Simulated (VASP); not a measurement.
# H7C16F in VASP: notebook, part 2 of 2

VASP 6.6.1. The steps go on from the part before.

## (4) Single point, PBE

INCAR reads:

```
PREC     = Accurate       # precision mode
ENCUT    = 520            # plane-wave cutoff, eV
EDIFF    = 1E-7           # SCF threshold, eV
ISMEAR   = 0              # smearing method
SIGMA    = 0.05           # smearing width, eV
LREAL    = Auto         
LASPH    = True           # aspherical terms in the spheres
NELM     = 100            # most SCF steps
ALGO     = Normal         # electronic algorithm
ISIF     = 2              # what is computed and relaxed
LWAVE    = False          # write WAVECAR
LCHARG   = False          # write CHGCAR
GGA      = PE             # functional
NBANDS   = 57             # bands
```

KPOINTS reads:

```
Automatic mesh
0
Gamma
  3 3 1
```

POSCAR reads:

```
H7C16F
1.0
    5.0487420000      0.0000000000      0.0000000000
    2.5243710000      4.3723390000      0.0000000000
    0.0000000000      0.0000000000     16.7764260000
H C F
7 16 1
Direct
    0.1666667848      0.1666666285      0.0596074516
    0.6666667848      0.1666666285      0.0596074516
    0.1666666285      0.6666667429      0.0596074516
    0.6666666285      0.6666667429      0.0596074516
    0.0037516025      0.4870635603      0.3454939091
    0.5101709585      0.4849740608      0.3454926574
    0.9765792744      0.0109600376      0.3636224426
    0.1666667848      0.1666666285      0.1251756483
    0.6666667848      0.1666666285      0.1251756483
    0.1666666285      0.6666667429      0.1251756483
    0.6666666285      0.6666667429      0.1251756483
   -0.1666666285      0.3333332571      0.1558904739
    0.3333333715      0.3333332571      0.1558904739
   -0.1666665867      0.8333333715      0.1558904739
    0.3333334133      0.8333333715      0.1558904739
   -0.1629778359      0.3257999894      0.2489612507
    0.3363342594      0.3273524766      0.2496822625
   -0.1624535060      0.8280679975      0.2527290974
    0.3343128779      0.8280892676      0.2528924218
    0.0023507189     -0.0048289943      0.2765630773
    0.5046444448     -0.0091161733      0.2649489826
    0.0027222180      0.4905543692      0.2799043134
    0.5065590257      0.4906296149      0.2799238646
    0.9209124929      0.0554947821      0.4255203105
```

Started as:

```console
> cat potpaw_PBE.64/H/POTCAR potpaw_PBE.64/C/POTCAR potpaw_PBE.64/F/POTCAR > POTCAR
> mpirun -np 1 vasp_std > vasp.out
```

Run time: 3.5 min. Hardware: 1 thread of Intel Xeon Platinum 8488C (Sapphire Rapids), shared host; peak memory 0.46 GiB.

Results (log left out):

```
Free energy            : -172.2241 eV
Largest force          : 1.540 eV/Å
Band gap on the k mesh : 0.28 eV, indirect (least direct gap 0.55 eV)
```

Forces on the atoms (eV/Å):
```
H    0.016 -0.038 -0.126
H   -0.015 -0.039 -0.124
H   -0.002  0.054 -0.091
H    0.002  0.043 -0.126
H   -0.001 -0.001  0.024
H    0.001 -0.003  0.026
H    0.027 -0.035 -0.160
C   -0.061  0.021  1.253
C    0.060  0.026  1.257
C    0.008 -0.045  1.540
C   -0.007 -0.097  1.178
C    0.002  0.053 -0.693
C   -0.003  0.070 -1.275
C   -0.221 -0.024 -1.467
C    0.222 -0.035 -1.461
C    0.000 -0.002  0.005
C    0.000  0.019  0.015
C    0.012 -0.008 -0.006
C   -0.021 -0.007 -0.006
C    0.008  0.009  0.047
C    0.002 -0.002  0.012
C    0.005  0.001  0.014
C   -0.003  0.007  0.011
F   -0.029  0.033  0.153
```

Levels at points of the mesh, in eV from the valence-band top:
| k point | band 35 | band 36 | band 37 | band 38 | band 39 | band 40 | band 41 | band 42 | band 43 | band 44 |
| --- | --- | --- | --- | --- | --- | --- | --- | --- | --- | --- |
| (0.00, 0.00, 0.00) | -2.35 | -2.31 | -1.16 | -1.15 | -0.36 | 0.28 | 2.75 | 4.93 | 5.12 | 5.18 |

Caveat: the k points lie up to 0.48 Å⁻¹ apart.

## (5) Single point, PBE

INCAR reads:

```
PREC = Accurate
ENCUT = 520
EDIFF = 1E-7
ISMEAR = 0
SIGMA = 0.05
LREAL = Auto
LASPH = T
NELM = 80
ALGO = Normal
ISIF = 2
LWAVE = F
LCHARG = F
GGA = PE
NBANDS = 57
```

KPOINTS reads:

```
regular mesh
0
Gamma
  3 3 1
```

POSCAR reads:

```
H7C16F
1.0
    5.0487420000      0.0000000000      0.0000000000
    2.5243710000      4.3723390000      0.0000000000
    0.0000000000      0.0000000000     16.7764260000
H C F
7 16 1
Direct
    0.1666667848      0.1666666285      0.0596074516
    0.6666667848      0.1666666285      0.0596074516
    0.1666666285      0.6666667429      0.0596074516
    0.6666666285      0.6666667429      0.0596074516
    0.0038717763      0.4867982560      0.3454942072
    0.5101747015      0.4849669708      0.3454953397
    0.9790140379      0.0114375852      0.3636944484
    0.1666667848      0.1666666285      0.1251756483
    0.6666667848      0.1666666285      0.1251756483
    0.1666666285      0.6666667429      0.1251756483
    0.6666666285      0.6666667429      0.1251756483
   -0.1666666285      0.3333332571      0.1558904739
    0.3333333715      0.3333332571      0.1558904739
   -0.1666665867      0.8333333715      0.1558904739
    0.3333334133      0.8333333715      0.1558904739
   -0.1629353188      0.3257359505      0.2489785369
    0.3363117917      0.3273581943      0.2496701026
   -0.1624279775      0.8280668539      0.2527611066
    0.3342689393      0.8280828637      0.2529172781
    0.0023607449     -0.0048308240      0.2765299355
    0.5046089417     -0.0091287524      0.2649594139
    0.0027201334      0.4905470504      0.2799096780
    0.5065859194      0.4905829580      0.2799272622
    0.9287309312      0.0579614252      0.4257720923
```

Started as:

```console
> cat potpaw_PBE.64/H/POTCAR potpaw_PBE.64/C/POTCAR potpaw_PBE.64/F/POTCAR > POTCAR
> mpirun -np 1 vasp_std > vasp.out
```

Wall time 4.4 min (1 thread of Intel Xeon Platinum 8488C (Sapphire Rapids), shared host); peak memory 0.46 GiB.

The run converged. Its results:

| Item | Value |
| --- | --- |
| Free energy | -172.2239 eV |
| Largest force | 1.541 eV/Å |
| Band gap on the k mesh | 0.28 eV, indirect (least direct gap 0.55 eV) |

Forces on the atoms (eV/Å):
```
H    0.016 -0.038 -0.126
H   -0.015 -0.039 -0.124
H   -0.002  0.054 -0.091
H    0.002  0.043 -0.126
H   -0.001 -0.001  0.027
H    0.001 -0.002  0.028
H    0.033 -0.027 -0.151
C   -0.061  0.022  1.255
C    0.060  0.025  1.257
C    0.006 -0.045  1.540
C   -0.006 -0.097  1.182
C    0.001  0.052 -0.691
C   -0.003  0.071 -1.275
C   -0.221 -0.026 -1.466
C    0.223 -0.033 -1.460
C   -0.001  0.014 -0.010
C    0.001  0.013  0.019
C   -0.001 -0.009 -0.014
C   -0.008 -0.010 -0.014
C   -0.003  0.002  0.066
C    0.003 -0.001  0.010
C    0.010  0.000  0.015
C   -0.009  0.006  0.013
F   -0.025  0.026  0.137
```

Levels at points of the mesh, in eV from the valence-band top:
```tsv
k point	band 35	band 36	band 37	band 38	band 39	band 40	band 41	band 42	band 43	band 44
(0.00, 0.00, 0.00)	-2.35	-2.30	-1.17	-1.16	-0.36	0.28	2.75	4.93	5.11	5.18
```

Caveat: the k points lie up to 0.48 Å⁻¹ apart.
